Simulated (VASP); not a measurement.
A run of VASP 6.6.1:

The input INCAR:

```
PREC     = Accurate       # precision mode
ENCUT    = 520            # plane-wave cutoff, eV
EDIFF    = 1E-6           # SCF threshold, eV
ISMEAR   = 0              # smearing method
SIGMA    = 0.05           # smearing width, eV
LREAL    = F              # projectors in reciprocal space
LASPH    = T              # aspherical terms in the spheres
NELM     = 80             # most SCF steps
ALGO     = Normal         # electronic algorithm
ISIF     = 2              # what is computed and relaxed
LWAVE    = F              # write WAVECAR
LCHARG   = F              # write CHGCAR
GGA      = PE             # functional
NBANDS   = 30             # bands
```

KPOINTS

```
regular mesh
0
Gamma
  5 5 5
```

The input POSCAR:

```
In3Se
1.0
    4.8037580000      0.0000000000      0.0000000000
    0.0000000000      4.8037580000      0.0000000000
    0.0000000000      0.0000000000      4.8037580000
In Se
3 1
Direct
    0.0000000000      0.5000000000      0.5000000000
    0.5000000000      0.0000000000      0.5000000000
    0.5000000000      0.5000000000      0.0000000000
    0.0000000000      0.0000000000      0.0000000000
```

Potentials or basis: VASP PAW PBE potentials, release 64 (In_d, Se).

Run with:

```sh
$ cat potpaw_PBE.64/In_d/POTCAR potpaw_PBE.64/Se/POTCAR > POTCAR
$ mpirun -np 1 vasp_std > vasp.out
```

Hardware: 1 thread of AMD EPYC 9R45 96-Core Processor (Zen 5), on a shared host.

**Question.** How long does it take, and how much memory?

**Answer.** Run time: 19 s on 1 thread of AMD EPYC 9R45 96-Core Processor (Zen 5), on a shared host, peak memory 0.17 GiB. Counts: scf iterations 12, k points 10.
